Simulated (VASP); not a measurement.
# Hg (P6/mmm) in VASP: notebook

Hg is run at these levels: PBEsol; tasks: single point.

Program: VASP 6.6.1. These are calculated values, not measurements. Logs are shortened: lines on timing, memory, paths and dates and some standing lists are left out, and cuts for length are marked.

## 1. The cell of the first run

It takes space group P6/mmm (No. 191, hexagonal). Conventional cell: a = 5.037 Å, b = 5.037 Å, c = 2.897 Å, α = 90.00°, β = 90.00°, γ = 120.00°. Within 3.8 Å of Hg (site symmetry 6/mmm) lie 14 Hg at 2.90 to 3.25 Å. Hg (site symmetry -6m2) has 11 Hg at 2.90 to 3.25 Å within 3.8 Å.

## 2. Single point, PBEsol (volume scaled by 0.88)

Input file INCAR:

```
SYSTEM = Hg
  PREC = Accurate
  ENCUT = 520
  EDIFF = 1E-6
  ISMEAR = -1
  SIGMA = 0.1
  LREAL = .FALSE.
  LASPH = .TRUE.
  NELM = 80
  ALGO = Normal
  ISIF = 2
  LWAVE = .FALSE.
  LCHARG = .FALSE.
  GGA = PS
  NBANDS = 25
```

Input file KPOINTS:

```
regular mesh
0
G
  8 8 12
  0 0 0
```

Input file POSCAR:

```
Hg
1.0
    5.0368938824      0.0000000000      0.0000000000
   -2.5184469412      4.3620780583      0.0000000000
    0.0000000000      0.0000000000      2.8966654599
Hg
3
Direct
    1.0000000000      1.0000000000      0.0000000000
    0.3333333333      0.6666666667      0.5000000000
    0.6666666667      0.3333333333      0.5000000000
```

Potentials or basis: VASP PAW PBE potentials, release 64 (Hg).

On the command line:

```console
cat potpaw_PBE.64/Hg/POTCAR > POTCAR
mpirun -np 1 vasp_std > vasp.out
```

OUTCAR:

```text
SYSTEM = Hg
   PREC = Accurate
   ENCUT = 520
   EDIFF = 1E-6
   ISMEAR = -1
   LREAL = .FALSE.
   LASPH = .TRUE.
   NELM = 80
   ISIF = 2
   GGA = PS

 ion  position               nearest neighbor table
   1  0.000  0.000  0.000-   2 3.25   3 3.25   2 3.25   3 3.25   2 3.25   2 3.25   3 3.25   3 3.25
                             3 3.25   3 3.25   2 3.25   2 3.25
   2  0.333  0.667  0.500-   3 2.91   3 2.91   3 2.91   1 3.25   1 3.25   1 3.25   1 3.25   1 3.25
                             1 3.25
   3  0.667  0.333  0.500-   2 2.91   2 2.91   2 2.91   1 3.25   1 3.25   1 3.25   1 3.25   1 3.25
                             1 3.25

  LATTYP: Found a hexagonal cell.
 ALAT       =     5.0368938824
 C/A-ratio  =     0.5750896341

  Lattice vectors:

 A1 = (   5.0368938824,   0.0000000000,   0.0000000000)
 A2 = (  -2.5184469412,   4.3620780583,   0.0000000000)
 A3 = (   0.0000000000,   0.0000000000,   2.8966654599)

Analysis of symmetry for initial positions (statically):
=====================================================================
 Subroutine PRICEL returns:
 Original cell was already a primitive cell.

 Routine SETGRP: Setting up the symmetry group for a
 hexagonal supercell.

 Subroutine GETGRP returns: Found 24 space group operations
 (whereof 24 operations were pure point group operations)
 out of a pool of 24 trial point group operations.

The static configuration has the point symmetry D_6h.

Analysis of symmetry for dynamics (positions and initial velocities):
=====================================================================
 Subroutine PRICEL returns:
 Original cell was already a primitive cell.

 Routine SETGRP: Setting up the symmetry group for a
 hexagonal supercell.

 Subroutine GETGRP returns: Found 24 space group operations
 (whereof 24 operations were pure point group operations)
 out of a pool of 24 trial point group operations.

The dynamic configuration has the point symmetry D_6h.

 Subroutine INISYM returns: Found 24 space group operations
 (whereof 24 operations are pure point group operations),
 and found     1 'primitive' translations

----------------------------------------------------------------------------------------

                                     Primitive cell

  volume of cell :      63.6436

  direct lattice vectors                    reciprocal lattice vectors
     5.036893882  0.000000000  0.000000000     0.198535054  0.114624267  0.000000000
    -2.518446941  4.362078058  0.000000000     0.000000000  0.229248534  0.000000000
[... 80 lines left out ...]
   ICHARG =      2    charge: 1-file 2-atom 10-const
   ISPIN  =      1    spin polarized calculation?
   LNONCOLLINEAR =      F non collinear calculations
   LSORBIT =      F    spin-orbit coupling
   LASPH  =      T    aspherical Exc in radial PAW
   ENCUT  =  520.0 eV  38.22 Ry    6.18 a.u.   9.37  9.37  5.39*2*pi/ulx,y,z
   NELM   =     80;   NELMIN=  2; NELMDL= -5     # of ELM steps
   EDIFF  = 0.1E-05   stopping-criterion for ELM
   LREAL  =      F    real-space projection
   EDIFFG = 0.1E-04   stopping-criterion for IOM
   NSW    =      0    number of steps for IOM
   IBRION =     -1    ionic relax: 0-MD 1-quasi-New 2-CG
   NFREE  =      0    steps in history (QN), initial steepest desc. (CG)
   ISIF   =      2    stress and relaxation
   ISYM   =      2    0-nonsym 1-usesym 2-fastsym
   POTIM  = 0.5000    time-step for ionic-motion
   TEBEG  =    0.0;   TEEND  =   0.0 temperature during run
   PSTRESS=    0.0 pullay stress
   NELECT =      36.0000    total number of electrons
   NUPDOWN=      -1.0000    fix difference up-down
   EMIN   =  10.00;   EMAX   =-10.00  energy-range for DOS
   EFERMI =   0.00;   METHOD = LEGACY
   ISMEAR =    -1;   SIGMA  =   0.10  broadening in eV -4-tet -1-fermi 0-gaus
   EFERMI_NEDOS =   21; number of points for ismear=-14 and -15
   IALGO  =     38    algorithm
   IMIX   =      4    mixing-type and parameters
     AMIX     =   0.40;   BMIX     =  1.00
     AMIX_MAG =   1.60;   BMIX_MAG =  1.00
  volume/ion in A,a.u.               =      21.21       143.16
  Fermi-wavevector in a.u.,A,eV,Ry     =   1.353913  2.558525 24.940579  1.833081
  Thomas-Fermi vector in A             =   2.481129
   LORBIT       =      0    0 simple, 1 ext, 2 COOP (PROOUT), +10 PAW based schemes
   GGA     = PS    functional components
   LHFCALC =     F    Hartree Fock is set to
   AEXX    =    0.0000 exact exchange contribution
   IVDW    =     0    specifies the selected vdW correction
   LEPSILON=     F    determine dielectric tensor
   LRPA    =     F    only Hartree local field effects (RPA)
 non-spin polarized calculation
  energy-cutoff  :      520.00
  volume of cell :       63.64
 maximum number of plane-waves:      1734
 NGX is ok and might be reduce to    40
   NGX = 19   NGY = 19   NGZ = 11

 number of electron      36.0000003 magnetization

 Free energy of the ion-electron system (eV)
  ---------------------------------------------------
  ext. energy  EPLUGINS =         0.00000000
  ---------------------------------------------------
  free energy    TOTEN  =        -1.47021444 eV

  energy without entropy =       -1.44568814  energy(sigma->0) =       -1.45795129

 E-fermi :   3.5356     XC(G=0): -11.6338

 val. band max:        3.5156364948   @ k =   0.2500   0.0000   0.1667
 cond. band min:       3.5583742191   @ k =   0.2500   0.2500   0.5000
 fundamental gap:      0.0427377243
 Fermi energy:         3.5356434777

 k-point     1 :       0.0000    0.0000    0.0000
  band No.  band energies     occupation
      1      -6.5811      2.00000
      2      -5.2689      2.00000
      3      -4.6472      2.00000
      4      -4.3733      2.00000
      5      -3.9673      2.00000
      6      -3.9673      2.00000
[... 661 lines left out ...]
     24      13.0442      0.00000
     25      14.0324      0.00000

 [... further k-points ...]
[... 5 lines left out ...]
  --------------------------------------------------------------------------------------
  -------------------------------------------------------------------------------------
  Total        2.9922318      2.9922318      3.4670028      0.0000000      0.0000000      0.0000000
  in kB       75.3270984     75.3270984     87.2790886      0.0000000      0.0000000      0.0000000
  external PRESSURE =      79.3110951 kB  Pullay stress =       0.0000000 kB

 VOLUME and BASIS-vectors are now :
 -----------------------------------------------------------------------------
  energy-cutoff  :      520.00
  volume of cell :       63.64
      direct lattice vectors                 reciprocal lattice vectors
     5.036893882  0.000000000  0.000000000     0.198535054  0.114624267  0.000000000
    -2.518446941  4.362078058  0.000000000     0.000000000  0.229248534  0.000000000
     0.000000000  0.000000000  2.896665460     0.000000000  0.000000000  0.345224540

 POSITION                                       TOTAL-FORCE (eV/Angst)
 -----------------------------------------------------------------------------------
      0.00000      0.00000      0.00000         0.000000      0.000000      0.000000
     -0.00000      2.90805      1.44833         0.000000     -0.000000     -0.000000
      2.51845      1.45403      1.44833        -0.000000      0.000000      0.000000
 -----------------------------------------------------------------------------------
    total drift:                                0.000000     -0.000000      0.000000

  FREE ENERGIE OF THE ION-ELECTRON SYSTEM (eV)
  ---------------------------------------------------
  free  energy   TOTEN  =        -1.4702144424 eV

  energy  without entropy=       -1.4456881365  energy(sigma->0) =       -1.45795129
```

OSZICAR:

```text
N       E                     dE             d eps       ncg     rms          rms(c)
DAV:   1     0.302617436139E+03    0.30262E+03   -0.18937E+04  3524   0.143E+03
DAV:   2     0.573107798107E+01   -0.29689E+03   -0.28281E+03  3540   0.379E+02
DAV:   3    -0.165398343894E+01   -0.73851E+01   -0.73477E+01  4238   0.673E+01
DAV:   4    -0.167053757276E+01   -0.16554E-01   -0.16538E-01  3872   0.279E+00
DAV:   5    -0.167055893403E+01   -0.21361E-04   -0.21361E-04  4181   0.105E-01    0.937E+00
DAV:   6    -0.149200865612E+01    0.17855E+00   -0.39687E-01  3867   0.620E+00    0.661E+00
DAV:   7    -0.147250251605E+01    0.19506E-01   -0.84884E-02  4015   0.242E+00    0.206E+00
DAV:   8    -0.147018073875E+01    0.23218E-02   -0.12814E-02  3696   0.119E+00    0.149E-01
DAV:   9    -0.147019517394E+01   -0.14435E-04   -0.57532E-05  4044   0.771E-02    0.330E-02
DAV:  10    -0.147021387104E+01   -0.18697E-04   -0.10613E-05  3767   0.283E-02    0.397E-03
DAV:  11    -0.147021444239E+01   -0.57135E-06   -0.14034E-06  2464   0.115E-02
   1 F= -.14702144E+01 E0= -.14579513E+01  d E =-.245263E-01
```

stdout:

```text
POSCAR found type information on POSCAR Hg
 POSCAR found :  1 types and       3 ions
 scaLAPACK will be used
 -----------------------------------------------------------------------------
|                                                                             |
|                                                                             |
|     You enforced a specific xc type in the INCAR file but a different       |
|     I HOPE YOU KNOW WHAT YOU ARE DOING!                                     |
|                                                                             |
 -----------------------------------------------------------------------------

 LDA part: xc-table for (Slater+PW92), standard interpolation
 POSCAR, INCAR and KPOINTS ok, starting setup
 FFT: planning ... GRIDC
 FFT: planning ... GRID_SOFT
 FFT: planning ... GRID
 WAVECAR not read
 entering main loop
```

Run time: 45 s. Hardware: 1 thread of Intel Xeon 6975P-C (Granite Rapids), shared host; peak memory 0.23 GiB.

What came out:

```yaml
Free_energy: -1.4702 eV
Pressure: 7.9 GPa
Band_gap_on_the_k_mesh: zero (band 18 reaches 7.13 eV, above the bottom of band 19 at 2.14 eV)
```

Stress tensor (GPa, compression positive):
```
7.53 0.00 0.00
0.00 7.53 0.00
0.00 0.00 8.73
```

Caveat: the PAW data sets were made with another functional, which shifts forces and pressure a little; spin-orbit coupling is left out, which moves the levels of the heavy elements.

## 3. Single point, PBEsol (volume scaled by 0.92)

Input file INCAR:

```
PREC = Accurate
ENCUT = 520
EDIFF = 1E-6
ISMEAR = -1
SIGMA = 0.1
LREAL = F
LASPH = T
NELM = 100
ALGO = Normal
ISIF = 2
LWAVE = F
LCHARG = T
GGA = PS
LELF = T
LVHAR = T
NBANDS = 25
```

Input file KPOINTS:

```
Automatic mesh
0
Gamma
  8 8 12
```

Input file POSCAR:

```
Hg
1.0
    5.1120824881      0.0000000000      0.0000000000
   -2.5560412440      4.4271933009      0.0000000000
    0.0000000000      0.0000000000      2.9399056476
Hg
3
Direct
    1.0000000000      1.0000000000      0.0000000000
    0.3333333333      0.6666666667      0.5000000000
    0.6666666667      0.3333333333      0.5000000000
```

Potentials or basis: VASP PAW PBE potentials, release 64 (Hg).

On the command line:

```console
cat potpaw_PBE.64/Hg/POTCAR > POTCAR
mpirun -np 1 vasp_std > vasp.out
```

Run time: 54 s. Hardware: 1 thread of Intel Xeon 6975P-C (Granite Rapids), shared host; peak memory 0.24 GiB.

Results (log left out):

- Free energy: -1.5838 eV
- Pressure: 4.6 GPa
- Band gap on the k mesh: zero (band 18 reaches 6.64 eV, above the bottom of band 19 at 1.62 eV)

Stress tensor (GPa, compression positive):
```
4.23 0.00 0.00
0.00 4.23 0.00
0.00 0.00 5.25
```

Levels at points of the mesh, in eV from the Fermi level:
| k point | band 15 | band 16 | band 17 | band 18 | band 19 | band 20 | band 21 | band 22 |
| --- | --- | --- | --- | --- | --- | --- | --- | --- |
| (0.00, 0.00, 0.00) | -5.80 | -5.80 | -1.13 | -0.69 | 1.71 | 1.71 | 1.75 | 1.75 |
| (0.50, 0.00, 0.00) | -5.95 | -5.80 | -5.63 | -1.90 | -1.47 | 6.51 | 6.56 | 8.48 |
| (0.00, 0.00, 0.50) | -5.37 | -2.97 | -2.87 | 3.55 | 3.65 | 3.69 | 3.85 | 4.36 |
| (0.50, 0.00, 0.50) | -5.60 | -1.82 | -1.10 | -0.87 | -0.52 | 2.56 | 2.61 | 3.52 |

Caveat: the PAW data sets were made with another functional, which shifts forces and pressure a little; spin-orbit coupling is left out, which moves the levels of the heavy elements.

## 4. Single point, PBEsol (volume scaled by 0.96)

Input file INCAR:

```
ALGO = Normal
EDIFF = 1E-6
ENCUT = 520
GGA = PS
ISIF = 2
ISMEAR = -1
LASPH = True
LCHARG = False
LREAL = False
LWAVE = False
NBANDS = 25
NELM = 60
PREC = Accurate
SIGMA = 0.1
```

Input file KPOINTS:

```
k-points
0
Gamma
  8 8 12
```

Input file POSCAR:

```
Hg
1.0
    5.1851221059      0.0000000000      0.0000000000
   -2.5925610529      4.4904474655      0.0000000000
    0.0000000000      0.0000000000      2.9819099748
Hg
3
Direct
    1.0000000000      1.0000000000      0.0000000000
    0.3333333333      0.6666666667      0.5000000000
    0.6666666667      0.3333333333      0.5000000000
```

Potentials or basis: VASP PAW PBE potentials, release 64 (Hg).

On the command line:

```console
cat potpaw_PBE.64/Hg/POTCAR > POTCAR
mpirun -np 1 vasp_std > vasp.out
```

OUTCAR:

```text
EDIFF = 1E-6
   ENCUT = 520
   GGA = PS
   ISIF = 2
   ISMEAR = -1
   LASPH = True
   LREAL = False
   NELM = 60
   PREC = Accurate

 ion  position               nearest neighbor table
   1  0.000  0.000  0.000-   2 3.34   3 3.34   2 3.34   3 3.34   3 3.34   3 3.34   2 3.34   2 3.34
                             3 3.34   3 3.34   2 3.34   2 3.34
   2  0.333  0.667  0.500-   3 2.99   3 2.99   3 2.99   1 3.34   1 3.34   1 3.34   1 3.34   1 3.34
                             1 3.34
   3  0.667  0.333  0.500-   2 2.99   2 2.99   2 2.99   1 3.34   1 3.34   1 3.34   1 3.34   1 3.34
                             1 3.34

  LATTYP: Found a hexagonal cell.
 ALAT       =     5.1851221059
 C/A-ratio  =     0.5750896341

  Lattice vectors:

 A1 = (   5.1851221059,   0.0000000000,   0.0000000000)
 A2 = (  -2.5925610529,   4.4904474655,   0.0000000000)
 A3 = (   0.0000000000,   0.0000000000,   2.9819099748)

Analysis of symmetry for initial positions (statically):
=====================================================================
 Subroutine PRICEL returns:
 Original cell was already a primitive cell.

 Routine SETGRP: Setting up the symmetry group for a
 hexagonal supercell.

 Subroutine GETGRP returns: Found 24 space group operations
 (whereof 24 operations were pure point group operations)
 out of a pool of 24 trial point group operations.

The static configuration has the point symmetry D_6h.

Analysis of symmetry for dynamics (positions and initial velocities):
=====================================================================
 Subroutine PRICEL returns:
 Original cell was already a primitive cell.

 Routine SETGRP: Setting up the symmetry group for a
 hexagonal supercell.

 Subroutine GETGRP returns: Found 24 space group operations
 (whereof 24 operations were pure point group operations)
 out of a pool of 24 trial point group operations.
[... 112 lines left out ...]
   TEBEG  =    0.0;   TEEND  =   0.0 temperature during run
   PSTRESS=    0.0 pullay stress
   NELECT =      36.0000    total number of electrons
   NUPDOWN=      -1.0000    fix difference up-down
   EMIN   =  10.00;   EMAX   =-10.00  energy-range for DOS
   EFERMI =   0.00;   METHOD = LEGACY
   ISMEAR =    -1;   SIGMA  =   0.10  broadening in eV -4-tet -1-fermi 0-gaus
   EFERMI_NEDOS =   21; number of points for ismear=-14 and -15
   IALGO  =     38    algorithm
   IMIX   =      4    mixing-type and parameters
     AMIX     =   0.40;   BMIX     =  1.00
     AMIX_MAG =   1.60;   BMIX_MAG =  1.00
  volume/ion in A,a.u.               =      23.14       156.18
  Fermi-wavevector in a.u.,A,eV,Ry     =   1.315209  2.485384 23.534997  1.729773
  Thomas-Fermi vector in A             =   2.445407
   LORBIT       =      0    0 simple, 1 ext, 2 COOP (PROOUT), +10 PAW based schemes
   GGA     = PS    functional components
   LHFCALC =     F    Hartree Fock is set to
   AEXX    =    0.0000 exact exchange contribution
   IVDW    =     0    specifies the selected vdW correction
   LEPSILON=     F    determine dielectric tensor
   LRPA    =     F    only Hartree local field effects (RPA)
 non-spin polarized calculation
  energy-cutoff  :      520.00
  volume of cell :       69.43
 maximum number of plane-waves:      1907
 NGX is ok and might be reduce to    40
   NGX = 19   NGY = 19   NGZ = 11

 number of electron      35.9999999 magnetization

 Free energy of the ion-electron system (eV)
  ---------------------------------------------------
  ext. energy  EPLUGINS =         0.00000000
  ---------------------------------------------------
  free energy    TOTEN  =        -1.64526759 eV

  energy without entropy =       -1.62566359  energy(sigma->0) =       -1.63546559

 E-fermi :   2.6902     XC(G=0): -11.1497

 val. band max:        2.6793339783   @ k =   0.3750   0.1250   0.5000
 cond. band min:       2.7091167612   @ k =   0.3750   0.2500   0.5000
 fundamental gap:      0.0297827829
 Fermi energy:         2.6901636758

 k-point     1 :       0.0000    0.0000    0.0000
  band No.  band energies     occupation
      1      -6.5702      2.00000
      2      -5.4950      2.00000
      3      -4.9765      2.00000
      4      -4.7276      2.00000
      5      -4.3824      2.00000
      6      -4.3824      2.00000
[... 661 lines left out ...]
     24      11.7300      0.00000
     25      12.7268      0.00000

 [... further k-points ...]
[... 5 lines left out ...]
  --------------------------------------------------------------------------------------
  -------------------------------------------------------------------------------------
  Total        0.7968836      0.7968836      1.1542051      0.0000000      0.0000000     -0.0000000
  in kB       18.3891796     18.3891796     26.6348600      0.0000000      0.0000000     -0.0000000
  external PRESSURE =      21.1377397 kB  Pullay stress =       0.0000000 kB

 VOLUME and BASIS-vectors are now :
 -----------------------------------------------------------------------------
  energy-cutoff  :      520.00
  volume of cell :       69.43
      direct lattice vectors                 reciprocal lattice vectors
     5.185122106  0.000000000  0.000000000     0.192859489  0.111347478  0.000000000
    -2.592561053  4.490447465  0.000000000     0.000000000  0.222694956  0.000000000
     0.000000000  0.000000000  2.981909975     0.000000000  0.000000000  0.335355530

 POSITION                                       TOTAL-FORCE (eV/Angst)
 -----------------------------------------------------------------------------------
      0.00000      0.00000      0.00000         0.000000      0.000000      0.000000
     -0.00000      2.99363      1.49095        -0.000000      0.000000      0.000000
      2.59256      1.49682      1.49095         0.000000     -0.000000     -0.000000
 -----------------------------------------------------------------------------------
    total drift:                                0.000000     -0.000000      0.000000

  FREE ENERGIE OF THE ION-ELECTRON SYSTEM (eV)
  ---------------------------------------------------
  free  energy   TOTEN  =        -1.6452675864 eV

  energy  without entropy=       -1.6256635913  energy(sigma->0) =       -1.63546559
```

It took 49 s on 1 thread of Intel Xeon 6975P-C (Granite Rapids), shared host; peak memory 0.24 GiB.

What came out:

- Free energy: -1.6453 eV
- Pressure: 2.1 GPa
- Band gap on the k mesh: zero (band 18 reaches 6.04 eV, above the bottom of band 19 at 1.16 eV)

Caveat: the PAW data sets were made with another functional, which shifts forces and pressure a little; spin-orbit coupling is left out, which moves the levels of the heavy elements.

## 5. Overview

| cell | gap on the mesh (eV) | pressure (GPa) |
| --- | --- | --- |
| a = 5.037, b = 5.037, c = 2.897 Å, angles 90.0, 90.0, 120.0°, 3 atoms | none | 7.9 |
| a = 5.112, b = 5.112, c = 2.940 Å, angles 90.0, 90.0, 120.0°, 3 atoms | none | 4.6 |
| a = 5.185, b = 5.185, c = 2.982 Å, angles 90.0, 90.0, 120.0°, 3 atoms | none | 2.1 |

Alike in all rows: task single point; level PBEsol; potentials or basis VASP PAW PBE potentials, release 64 (Hg); no spin polarisation; k mesh 8 × 8 × 12; cutoff (eV) 520; smearing fermi-dirac 0.1 eV.

Caveats: the PAW data sets were made with another functional, which shifts forces and pressure a little; spin-orbit coupling is left out, which moves the levels of the heavy elements.

Total energies depend on the potentials used, so only differences within one code and one set of settings carry meaning.
